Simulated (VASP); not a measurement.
Write the native input for VASP 6.6.1 that does the following.

| Quantity | Value |
| --- | --- |
| Task | single point |
| Functional | LDA |
| Potentials or basis | VASP PAW LDA potentials, release 64 (Cu_sv_GW, O) |
| Cutoff | 820 eV |
| k mesh | 7 × 7 × 7 |
| Occupations | fermi-dirac, width 0.05 eV |
| Spin | no spin polarisation |
| Dipole correction | no |
| Further INCAR settings | ALGO = Normal; EDIFF = 1e-06; NBANDS = 46 |

The structure of CuO lies in POSCAR:

```
CuO
1.0
    4.1609370000      0.0000000000      0.0000000000
    0.0000000000      4.1609370000      0.0000000000
    0.0000000000      0.0000000000      3.8876430000
Cu O
3 3
Direct
    0.5000000000      0.0000000000      0.5000000000
    0.0000000000      0.5000000000      0.5000000000
    0.0000000000      0.0000000000      0.0000000000
    0.0000000000      0.0000000000      0.5000000000
    0.5000000000      0.0000000000      0.0000000000
    0.0000000000      0.5000000000      0.0000000000
```

The input as run:

INCAR

```
SYSTEM = CuO
PREC     = Accurate       ! precision mode
ENCUT    = 820            ! plane-wave cutoff, eV
EDIFF    = 1E-6           ! SCF threshold, eV
ISMEAR   = -1             ! smearing method
SIGMA    = 0.05           ! smearing width, eV
LREAL    = .FALSE.        ! projectors in reciprocal space
LASPH    = .TRUE.         ! aspherical terms in the spheres
NELM     = 120            ! most SCF steps
ALGO     = Normal         ! electronic algorithm
ISIF     = 2              ! what is computed and relaxed
LWAVE    = .FALSE.        ! write WAVECAR
LCHARG   = .FALSE.        ! write CHGCAR
GGA      = CA             ! functional
NBANDS   = 46             ! bands
GGA_COMPAT= .FALSE.
```

KPOINTS

```
Automatic mesh
0
G
  7 7 7
  0 0 0
```

Potentials or basis: VASP PAW LDA potentials, release 64 (Cu_sv_GW, O).

Launch:

```sh
$ cat potpaw_LDA.64/Cu_sv_GW/POTCAR potpaw_LDA.64/O/POTCAR > POTCAR
$ mpirun -np 1 vasp_std > vasp.out
```

Results of the run:

| Property | Result |
| --- | --- |
| Pressure | -11.8 GPa |
| Band gap on the k mesh | zero (an odd number of electrons rules out a gap without spin polarisation) |

Caveat: the stress differs along the axes, from -16 to -10 GPa; an odd number of electrons without spin polarisation forces a metal; a magnetic or distorted state may lie lower; semilocal functionals often make such compounds metallic where correlation or magnetic order opens a gap, which also shifts bond lengths.

Wall time 3.7 min on 1 thread of Intel(R) Xeon(R) 6975P-C (Granite Rapids) (shared host), peak memory 0.34 GiB.
